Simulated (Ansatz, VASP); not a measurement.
## GaN in VASP and in Ansatz

```
CELL_PARAMETERS angstrom
0.00000 2.27423 2.27423
2.27423 0.00000 2.27423
2.27423 2.27423 0.00000
ATOMIC_POSITIONS crystal
Ga 0.00000 0.00000 0.00000
N 0.75000 0.75000 0.75000
```

Alike in both runs: functional PBE; k mesh 10 × 10 × 10; occupations gaussian, width 0.02 eV; no spin polarisation.

Ansatz relaxed the structure, and its values are those at the end. VASP's run is a single point on that final structure, the one shown.

```csv
,VASP,Ansatz
version,VASP 6.6.1,Ansatz 0.2.0
potentials or method,"VASP PAW PBE potentials, release 64 (Ga_d, N), cutoff 520 eV","scalar-relativistic, plane waves, PAW"
valence electrons in the cell,18,18
```

Ansatz gave:

| Property | Result |
| --- | --- |
| gap on the k mesh at the Fermi level (eV) | 1.54 |
| least direct gap on the mesh (eV) | 1.54 |
| pressure (GPa) | 0.0 |

Problem. Estimate VASP's values.

Solution. gap on the k mesh at the Fermi level (eV): 1.55; least direct gap on the mesh (eV): 1.55; pressure (GPa): 0.1.

The functional is the same, so the differences come from potentials, cutoffs and numerics.
